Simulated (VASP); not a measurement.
Wanted: the native input for a VASP 6.6.1 run.

* Task: single point
* Functional: PBE
* Potentials or basis: VASP PAW PBE potentials, release 64 (Co, O)
* Cutoff: 520 eV
* k mesh: 9 × 9 × 9
* Occupations: fermi-dirac, width 0.05 eV
* Spin: collinear spin, zero start
* Starting moments: [0.0, 0.0] μB
* Fixed moment: 0 μB
* Dipole correction: no
* Further INCAR settings: ALGO = Normal; EDIFF = 1e-06; NBANDS = 18

The structure of CoO lies in POSCAR:

```
CoO
1.0
    0.0000000000      2.1315000000      2.1315000000
    2.1315000000      0.0000000000      2.1315000000
    2.1315000000      2.1315000000      0.0000000000
Co O
1 1
Direct
    0.0000000000      0.0000000000      0.0000000000
    0.5000000000      0.5000000000      0.5000000000
```

One way to write it, as run:

INCAR

```
SYSTEM = CoO
PREC     = Accurate       ! precision mode
ENCUT    = 520            ! plane-wave cutoff, eV
EDIFF    = 1E-6           ! SCF threshold, eV
ISMEAR   = -1             ! smearing method
SIGMA    = 0.05           ! smearing width, eV
LREAL    = .FALSE.        ! projectors in reciprocal space
LASPH    = .TRUE.         ! aspherical terms in the spheres
NELM     = 150            ! most SCF steps
ALGO     = Normal         ! electronic algorithm
ISIF     = 2              ! what is computed and relaxed
LWAVE    = .FALSE.        ! write WAVECAR
LCHARG   = .FALSE.        ! write CHGCAR
ISPIN    = 2              ! spin polarisation
MAGMOM   = 0 0            ! initial moments
LORBIT   = 11             ! projections on sites
NUPDOWN  = 0.0            ! fixed moment
LMAXMIX  = 4              ! l up to which the mixer works
GGA      = PE             ! functional
NBANDS   = 18             ! bands
```

KPOINTS

```
regular mesh
0
G
  9 9 9
  0 0 0
```

Potentials or basis: VASP PAW PBE potentials, release 64 (Co, O).

The run is started by

```console
$ cat potpaw_PBE.64/Co/POTCAR potpaw_PBE.64/O/POTCAR > POTCAR
$ mpirun -np 1 vasp_std > vasp.out
```

Results of the run:

```
Pressure                                              : -20.0 GPa
Net moment                                            : 0.00 μB per cell
Valence electrons inside the program's atomic spheres : Co 7.91; O 4.92
```

Caveat: the total moment is fixed, so each spin has its own Fermi level.

Run time: 58 s on 1 thread of AMD EPYC 7R13, on a shared host, peak memory 0.13 GiB.
